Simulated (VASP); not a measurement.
# AlB2N3 (P-62m) in VASP: a series of runs, part 3 of 3

VASP 6.6.1. Earlier steps stand in the parts before.

## (6) Relaxation of cell and atoms, PBE

This run uses another cell than the first one, of 11.31 Å³/atom.

INCAR reads:

```
PREC = Accurate
ENCUT = 600
EDIFF = 1E-6
ISMEAR = 0
SIGMA = 0.02
LREAL = False
LASPH = True
NELM = 80
ALGO = Normal
ISIF = 3
LWAVE = False
LCHARG = False
GGA = PE
IBRION = 2
NSW = 100
EDIFFG = -0.01
```

KPOINTS reads:

```
regular mesh
0
Gamma
  6 6 4
```

POSCAR reads:

```
AlB2N3
1.0
    4.7548836008      0.0000000000      0.0000000000
   -2.3774418004      4.1178499904      0.0000000000
    0.0000000000      0.0000000000      6.9288155749
Al B N
2 4 6
Direct
    0.3333333333      0.6666666667      0.0000000000
    0.6666666667      0.3333333333      0.0000000000
    0.0000000000      0.0000000000      0.0000000000
    0.6682728383      0.6682728383      0.5000000000
    0.3317271617      0.0000000000      0.5000000000
    0.0000000000      0.3317271617      0.5000000000
    0.3333333333      0.6666666667      0.5000000000
    0.0000000000      0.0000000000      0.5000000000
    0.6666666667      0.3333333333      0.5000000000
    0.7081685943      0.7081685943      0.0000000000
    0.2918314057      0.0000000000      0.0000000000
    0.0000000000      0.2918314057      0.0000000000
```

Potentials or basis: VASP PAW PBE potentials, release 64 (Al, B, N).

Command:

```
$ cat potpaw_PBE.64/Al/POTCAR potpaw_PBE.64/B/POTCAR potpaw_PBE.64/N/POTCAR > POTCAR
$ mpirun -np 1 vasp_std > vasp.out
```

OUTCAR:

```text
PREC = Accurate
   ENCUT = 600
   EDIFF = 1E-6
   ISMEAR = 0
   LREAL = False
   LASPH = True
   NELM = 80
   ISIF = 3
   GGA = PE
   IBRION = 2
   NSW = 100
   EDIFFG = -0.01

 ion  position               nearest neighbor table
   1  0.333  0.667  0.000-  11 1.69  12 1.69  10 1.69   3 2.75   2 2.75   2 2.75   3 2.75   3 2.75
                             2 2.75
   2  0.667  0.333  0.000-  12 1.69  11 1.69  10 1.69   3 2.75   1 2.75   1 2.75   3 2.75   3 2.75
                             1 2.75
   3  0.000  0.000  0.000-  11 1.39  10 1.39  12 1.39   2 2.75   1 2.75   2 2.75   1 2.75   2 2.75
                             1 2.75
   4  0.668  0.668  0.500-   8 1.58   7 1.59   9 1.59
   5  0.332  0.000  0.500-   8 1.58   7 1.59   9 1.59
   6  0.000  0.332  0.500-   8 1.58   9 1.59   7 1.59
   7  0.333  0.667  0.500-   5 1.59   6 1.59   4 1.59
   8  0.000  0.000  0.500-   5 1.58   4 1.58   6 1.58
   9  0.667  0.333  0.500-   6 1.59   5 1.59   4 1.59
  10  0.708  0.708  0.000-   3 1.39   1 1.69   2 1.69
  11  0.292  0.000  0.000-   3 1.39   1 1.69   2 1.69
  12  0.000  0.292  0.000-   3 1.39   2 1.69   1 1.69

  LATTYP: Found a hexagonal cell.
 ALAT       =     4.7548836008
 C/A-ratio  =     1.4571998300

  Lattice vectors:

 A1 = (   4.7548836008,   0.0000000000,   0.0000000000)
 A2 = (  -2.3774418004,   4.1178499904,   0.0000000000)
 A3 = (   0.0000000000,   0.0000000000,   6.9288155749)

Analysis of symmetry for initial positions (statically):
=====================================================================
 Subroutine PRICEL returns:
 Original cell was already a primitive cell.

 Routine SETGRP: Setting up the symmetry group for a
 hexagonal supercell.

 Subroutine GETGRP returns: Found 12 space group operations
 (whereof 12 operations were pure point group operations)
 out of a pool of 24 trial point group operations.

The static configuration has the point symmetry D_3h.

Analysis of symmetry for dynamics (positions and initial velocities):
=====================================================================
[... 135 lines left out ...]
   TEBEG  =    0.0;   TEEND  =   0.0 temperature during run
   PSTRESS=    0.0 pullay stress
   NELECT =      48.0000    total number of electrons
   NUPDOWN=      -1.0000    fix difference up-down
   EMIN   =  10.00;   EMAX   =-10.00  energy-range for DOS
   EFERMI =   0.00;   METHOD = LEGACY
   ISMEAR =     0;   SIGMA  =   0.02  broadening in eV -4-tet -1-fermi 0-gaus
   EFERMI_NEDOS =   21; number of points for ismear=-14 and -15
   IALGO  =     38    algorithm
   IMIX   =      4    mixing-type and parameters
     AMIX     =   0.40;   BMIX     =  1.00
     AMIX_MAG =   1.60;   BMIX_MAG =  1.00
  volume/ion in A,a.u.               =      11.31        76.29
  Fermi-wavevector in a.u.,A,eV,Ry     =   1.157885  2.188085 18.241300  1.340698
  Thomas-Fermi vector in A             =   2.294492
   LORBIT       =      0    0 simple, 1 ext, 2 COOP (PROOUT), +10 PAW based schemes
   GGA     = PE    functional components
   LHFCALC =     F    Hartree Fock is set to
   AEXX    =    0.0000 exact exchange contribution
   IVDW    =     0    specifies the selected vdW correction
   LEPSILON=     F    determine dielectric tensor
   LRPA    =     F    only Hartree local field effects (RPA)
 conjugate gradient relaxation of ions
 non-spin polarized calculation
 Gauss-broadening in eV      SIGMA  =   0.02
  energy-cutoff  :      600.00
  volume of cell :      135.67
 maximum number of plane-waves:      4587
 NGX is ok and might be reduce to    40
   NGX = 19   NGY = 19   NGZ = 27

--------------------------------------- Ionic step        1  -------------------------------------------

 number of electron      48.0000001 magnetization

 Free energy of the ion-electron system (eV)
  ---------------------------------------------------
  ext. energy  EPLUGINS =         0.00000000
  ---------------------------------------------------
  free energy    TOTEN  =       -93.60897081 eV

  energy without entropy =      -93.60897081  energy(sigma->0) =      -93.60897081

------------------------ aborting loop because EDIFF is reached ----------------------------------------

  FORCE on cell =-STRESS in cart. coord.  units (eV):
  Direction    XX          YY          ZZ          XY          YZ          ZX
  --------------------------------------------------------------------------------------
  -------------------------------------------------------------------------------------
  Total        0.1665463      0.1665463     -0.0746118     -0.0000000      0.0000000      0.0000000
  in kB        1.9668721      1.9668721     -0.8811480     -0.0000000      0.0000000      0.0000000
  external PRESSURE =       1.0175321 kB  Pullay stress =       0.0000000 kB
[... 79 lines left out ...]
--------------------------------------- Ionic step        3  -------------------------------------------

 number of electron      48.0000001 magnetization

 Free energy of the ion-electron system (eV)
  ---------------------------------------------------
  ext. energy  EPLUGINS =         0.00000000
  ---------------------------------------------------
  free energy    TOTEN  =       -93.60904292 eV

  energy without entropy =      -93.60904292  energy(sigma->0) =      -93.60904292

 E-fermi :   2.6527     XC(G=0):  -9.5033

 val. band max:        2.5593912251   @ k =   0.0000   0.0000   0.5000
 cond. band min:       5.6618493353   @ k =   0.0000   0.0000   0.5000
 fundamental gap:      3.1024581102
 Fermi energy:         2.6526550773

 k-point     1 :       0.0000    0.0000    0.0000
  band No.  band energies     occupation
      1     -14.3930      2.00000
      2     -13.1844      2.00000
      3     -11.6807      2.00000
      4     -11.6690      2.00000
      5     -10.3439      2.00000
      6     -10.3439      2.00000
[... 742 lines left out ...]
  FREE ENERGIE OF THE ION-ELECTRON SYSTEM (eV)
  ---------------------------------------------------
  free  energy   TOTEN  =       -93.6090429204 eV

  energy  without entropy=      -93.6090429204  energy(sigma->0) =      -93.60904292

 reached required accuracy - stopping structural energy minimisation
```

Wall time 3 min (1 thread of Intel Xeon 6975P-C (Granite Rapids), shared host); peak memory 0.32 GiB.

Results:

- Free energy: -93.6090 eV
- Relaxed volume: 11.31 Å³/atom
- Relaxed cell: a = 4.756 Å, b = 4.756 Å, c = 6.928 Å, α = 90.00°, β = 90.00°, γ = 120.00°
- Space group after relaxing (to 0.1 Å): P-62m (No. 189)
- Energy gained by relaxing: 0.0 meV/atom
- Ionic steps: 3
- Pressure after relaxing: 0.0 GPa
- Largest force after relaxing: 0.007 eV/Å
- Band gap on the k mesh: 3.10 eV

Forces in eV/Å, atoms in the order of the input:
```
Al   0.000  0.000  0.000
Al   0.000  0.000  0.000
B    0.000  0.000  0.000
B    0.002  0.003  0.000
B   -0.004  0.000  0.000
B    0.002 -0.003  0.000
N    0.000  0.000  0.000
N    0.000  0.000  0.000
N    0.000  0.000  0.000
N   -0.003 -0.006  0.000
N    0.007  0.000  0.000
N   -0.003  0.006  0.000
```

Stress tensor (GPa, compression positive):
```
 0.02  0.00  0.00
 0.00  0.02  0.00
 0.00  0.00 -0.08
```

Final structure:
```yaml
crystal:
  lattice:
    - [4.75597, 0.00000, 0.00000]
    - [-2.37798, 4.11879, 0.00000]
    - [0.00000, 0.00000, 6.92811]
  atoms:
    - { symbol: Al, position: [0.33333, 0.66667, 0.00000] }
    - { symbol: Al, position: [0.66667, 0.33333, 0.00000] }
    - { symbol: B, position: [0.00000, 0.00000, 0.00000] }
    - { symbol: B, position: [0.66829, 0.66829, 0.50000] }
    - { symbol: B, position: [0.33171, 0.00000, 0.50000] }
    - { symbol: B, position: [0.00000, 0.33171, 0.50000] }
    - { symbol: N, position: [0.33333, 0.66667, 0.50000] }
    - { symbol: N, position: [0.00000, 0.00000, 0.50000] }
    - { symbol: N, position: [0.66667, 0.33333, 0.50000] }
    - { symbol: N, position: [0.70829, 0.70829, 0.00000] }
    - { symbol: N, position: [0.29171, 0.00000, 0.00000] }
    - { symbol: N, position: [0.00000, 0.29171, 0.00000] }
```

A k mesh can miss the band edges.

## (7) The runs side by side

| task | cell | cutoff (eV) | smearing | gap on the mesh (eV) | pressure (GPa) | relaxed volume (Å³/atom) | largest force (eV/Å) |
| --- | --- | --- | --- | --- | --- | --- | --- |
| single point | a = 4.532, b = 4.532, c = 6.961 Å, angles 90.0, 90.0, 120.0°, 12 atoms, atomic positions A | 520 | gaussian 0.1 eV | 3.82 | 41.1 | - | 14.62 |
| single point | a = 4.755, b = 4.755, c = 6.929 Å, angles 90.0, 90.0, 120.0°, 12 atoms, atomic positions B | 520 | gaussian 0.1 eV | 3.11 | 0.2 | - | 0.03 |
| single point | a = 4.755, b = 4.755, c = 7.012 Å, angles 90.0, 90.0, 120.0°, 12 atoms, atomic positions B | 520 | gaussian 0.02 eV | 3.10 | 0.1 | - | 0.02 |
| relaxation of cell and atoms | relaxed from a = 4.532, b = 4.532, c = 6.961 Å, angles 90.0, 90.0, 120.0°, 12 atoms, atomic positions A | 600 | gaussian 0.1 eV | 3.10 | 0.1 | 11.36 | 0.01 |
| relaxation of cell and atoms | relaxed from a = 4.755, b = 4.755, c = 6.929 Å, angles 90.0, 90.0, 120.0°, 12 atoms, atomic positions B | 600 | gaussian 0.02 eV | 3.10 | 0.0 | 11.31 | 0.01 |

Alike in all rows: level PBE; potentials or basis VASP PAW PBE potentials, release 64 (Al, B, N); no spin polarisation; k mesh 6 × 6 × 4.

Caveats: the cell stands under pressure (at least some runs); forces of over 1 eV/Å act on the atoms, so gaps and moduli don't describe the material at rest (at least some runs).

Total energies depend on the potentials used, so only differences within one code and one set of settings carry meaning.
